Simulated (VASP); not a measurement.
Wanted: the native input for a VASP 6.6.1 run.

```
Task                   : single point
Functional             : LDA
Potentials or basis    : VASP PAW LDA potentials, release 64 (Be, S)
Cutoff                 : 520 eV
k mesh                 : 8 × 8 × 8
Occupations            : gaussian, width 0.01 eV
Spin                   : no spin polarisation
Dipole correction      : no
Further INCAR settings : ALGO = Normal; EDIFF = 1e-06; NBANDS = 11
```

The structure of BeS lies in POSCAR:

```
BeS
1.0
    2.3861772186      2.3861772186      0.0000000000
   -2.3861772186      2.3861772186      0.0000000000
    0.0000000000      2.3861772186      2.4079440198
Be S
1 1
Direct
    0.0000000000      0.0000000000      0.0000000000
    0.7500000000      0.2500000000      0.5000000000
```

This cell differs from its parent crystal: in-plane strain -0.005, then relaxed in part.

The input as run:

INCAR

```
ALGO = Normal
EDIFF = 1E-6
ENCUT = 520
GGA = CA
ISIF = 2
ISMEAR = 0
LASPH = T
LCHARG = F
LREAL = F
LWAVE = F
NBANDS = 11
NELM = 60
PREC = Accurate
SIGMA = 0.01
```

KPOINTS

```
k-points
0
Gamma
  8 8 8
```

Potentials or basis: VASP PAW LDA potentials, release 64 (Be, S).

Launch:

```sh
$ cat potpaw_LDA.64/Be/POTCAR potpaw_LDA.64/S/POTCAR > POTCAR
$ mpirun -np 1 vasp_std > vasp.out
```

It gave:

```json
{
  "Pressure": "0.6 GPa",
  "Band gap on the k mesh": "2.78 eV, indirect (least direct gap 5.50 eV)"
}
```

Caveat: the cell differs from its parent crystal (in-plane strain -0.005, then relaxed in part).

Wall time 20 s on 1 thread of Intel(R) Xeon(R) Platinum 8259CL CPU @ 2.50GHz (Skylake/Cascade Lake), with other jobs on the host, peak memory 0.14 GiB.
